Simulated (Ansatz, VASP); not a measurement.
One calculation of CO2, two programs

File POSCAR:

```
CO2
1.0
    5.6240000000      0.0000000000      0.0000000000
    0.0000000000      5.6240000000      0.0000000000
    0.0000000000      0.0000000000      5.6240000000
C O
4 8
Direct
    0.0000000000      0.0000000000      0.0000000000
    0.5000000000      0.0000000000      0.5000000000
    0.5000000000      0.5000000000      0.0000000000
    0.0000000000      0.5000000000      0.5000000000
    0.1199473948      0.1199473948      0.1199473948
    0.3800526052      0.8800526052      0.6199473948
    0.6199473948      0.3800526052      0.8800526052
    0.8800526052      0.6199473948      0.3800526052
    0.8800526052      0.8800526052      0.8800526052
    0.6199473948      0.1199473948      0.3800526052
    0.3800526052      0.6199473948      0.1199473948
    0.1199473948      0.3800526052      0.6199473948
```

INCAR.step1

```
SYSTEM = CO2
PREC = Accurate ; ENCUT = 520
ISMEAR = -1 ; SIGMA = 0.02
LREAL = .False. ; LASPH = .True.
NELM = 100 ; NBANDS = 44
GGA = PE ; ALGO = Normal
EDIFF = 1E-4 ; LWAVE = .True.
LCHARG = .False.
```

Contents of INCAR.step2:

```
SYSTEM = CO2
PREC = Accurate ; ENCUT = 520
EDIFF = 1E-8 ; ISMEAR = -1
SIGMA = 0.02 ; LREAL = .False.
LASPH = .True. ; NELM = 100
ALGO = Normal ; ISIF = 2
LWAVE = .False. ; LCHARG = .False.
METAGGA = R2SCAN ; LMIXTAU = .True.
LEFG = .True. ; NBANDS = 44
ISTART = 1
```

Contents of KPOINTS:

```
regular mesh
0
Gamma
  4 4 4
  0 0 0
```

Input for Ansatz:

```yaml
crystal:
  lattice:
    - [5.624, 0.0, 0.0]
    - [0.0, 5.624, 0.0]
    - [0.0, 0.0, 5.624]
  atoms:
    - { symbol: C, position: [0.0, 0.0, 0.0] }
    - { symbol: C, position: [0.5, 0.0, 0.5] }
    - { symbol: C, position: [0.5, 0.5, 0.0] }
    - { symbol: C, position: [0.0, 0.5, 0.5] }
    - { symbol: O, position: [0.1199473948, 0.1199473948, 0.1199473948] }
    - { symbol: O, position: [0.3800526052, 0.8800526052, 0.6199473948] }
    - { symbol: O, position: [0.6199473948, 0.3800526052, 0.8800526052] }
    - { symbol: O, position: [0.8800526052, 0.6199473948, 0.3800526052] }
    - { symbol: O, position: [0.8800526052, 0.8800526052, 0.8800526052] }
    - { symbol: O, position: [0.6199473948, 0.1199473948, 0.3800526052] }
    - { symbol: O, position: [0.3800526052, 0.6199473948, 0.1199473948] }
    - { symbol: O, position: [0.1199473948, 0.3800526052, 0.6199473948] }
kpoints:
  mp_grid: { grid: [4, 4, 4] }
scf:
  occupations: { method: fermi_dirac, width: 0.02 }
hamiltonian:
  xc: r2scan
  pseudopotentials: { kind: paw, frozen_core: stored }
output:
  forces: true
  stress: true
  populations: true
  efg: { quadrupole_moments_barn: { O: -0.02558 } }
```

Alike in both runs: task electric field gradients; functional r2SCAN; k mesh 4 × 4 × 4; occupations fermi-dirac, width 0.02 eV; no spin polarisation.

|  | VASP | Ansatz |
| --- | --- | --- |
| version | VASP 6.6.1 | Ansatz 0.2.0 |
| potentials or method | VASP PAW PBE potentials, release 64 (C, O) | plane-wave PAW, scalar-relativistic |
| plane-wave cutoff (eV) | 520 | 500 |
| valence electrons in the cell | 64 | 64 |

|  | VASP | Ansatz | Ansatz less VASP |
| --- | --- | --- | --- |
| gap on the k mesh at the Fermi level (eV) | 7.40 | 7.42 | +0.025 |
| pressure (GPa) | -0.8 | -2.6 | -1.83 |
| rms of the force components (eV/Å) | 0.050 | 0.413 | +0.3629 |
| size of Vzz on the site where it differs most (V/Å²) | 57.0 | 32.9 | -24.13 |

VASP's potentials were made for PBE, not for r2SCAN. Atom by atom the forces differ by 0.363 eV/Å (rms over components). One of these differences is far larger than is usual between the two programs; its cause wasn't traced. The functional is the same, so the differences come from potentials, cutoffs and numerics.

Noted on VASP's run: the standard files for N, O and F lose accuracy on very short bonds.
